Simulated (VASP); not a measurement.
Set up this calculation in VASP 6.6.1, as the native input.

* Task: single point
* Functional: PBE
* Potentials or basis: VASP PAW PBE potentials, release 64 (Gd)
* Cutoff: 690 eV
* k mesh: 14 × 14 × 14
* Occupations: gaussian, width 0.05 eV
* Spin: no spin polarisation
* Dipole correction: no
* Second try: not_converged
* Further INCAR settings: ALGO = All; EDIFF = 1e-06; NBANDS = 15

The structure of Gd lies in POSCAR:

```
Gd
1.0
   -2.0232459258      2.0232459258      2.0232459258
    2.0232459258     -2.0232459258      2.0232459258
    2.0232459258      2.0232459258     -2.0232459258
Gd
1
Direct
    0.0000000000      0.0000000000      0.0000000000
```

This isn't the form of Gd at room conditions, which is hcp.

The input as run:

INCAR

```
SYSTEM = Gd
PREC = Accurate ; ENCUT = 690
EDIFF = 1E-6 ; ISMEAR = 0
SIGMA = 0.05 ; LREAL = .False.
LASPH = .True. ; NELM = 300
ALGO = All ; ISIF = 2
LWAVE = .False. ; LCHARG = .True.
GGA = PE ; LVHAR = .True.
NBANDS = 15 ; GGA_COMPAT = .False.
LMAXMIX = 6 ; ISEARCH = 1
KPAR = 4
```

KPOINTS

```
regular mesh
0
Gamma
  14 14 14
  0 0 0
```

Potentials or basis: VASP PAW PBE potentials, release 64 (Gd).

Launch:

```console
$ cat potpaw_PBE.64/Gd/POTCAR > POTCAR
$ mpirun -np 4 vasp_std > vasp.out
```

It gave:

The pressure is -3.0 GPa and the band gap on the k mesh is zero (bands 9 and 10 overlap by 0.21 eV).

Caveat: spin-orbit coupling is left out, which moves the levels of the heavy elements; the run has no spin polarisation, though such a crystal can be magnetic; semilocal functionals describe open f shells poorly, which spoils levels, moments and volumes.

Run time: 120 s on 4 MPI ranks on Intel(R) Xeon(R) Platinum 8375C CPU @ 2.90GHz (Ice Lake), on a shared host, peak memory 0.3 GiB a rank.
